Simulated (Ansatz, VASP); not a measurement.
**Be3S5 in VASP and in Ansatz**

```
Be S
1.0
     3.37417    1.94808    2.75982
    -3.37417    1.94808    2.75982
     0.00000   -3.89616    2.75982
Be S
3 5
Direct
  0.50000 0.50000 0.00000
  0.00000 0.50000 0.50000
  0.50000 0.00000 0.50000
  0.00000 0.00000 0.50000
  0.50000 0.00000 0.00000
  0.00000 0.50000 0.00000
  0.50000 0.50000 0.50000
  0.00000 0.00000 0.00000
```

Alike in both runs: functional PBE; k mesh 4 × 4 × 4; occupations gaussian, width 0.2 eV; no spin polarisation.

Ansatz relaxed the structure, and its values are those at the end. VASP's run is a single point on that final structure, the one shown.

|  | VASP | Ansatz |
| --- | --- | --- |
| version | VASP 6.6.1 | Ansatz 0.2.0 |
| potentials or method | VASP PAW PBE potentials, release 64 (Be, S), cutoff 520 eV | scalar-relativistic, plane waves, PAW |
| valence electrons in the cell | 36 | 36 |

Ansatz gave:

```
gap on the k mesh at the Fermi level (eV) : none
pressure (GPa)                            : 0.1
```

**Question.** What did VASP give for the same quantities?

**Answer.** gap on the k mesh at the Fermi level (eV): none; pressure (GPa): -0.1.

A gap of «none» marks a metal or a gap that the smearing closes.
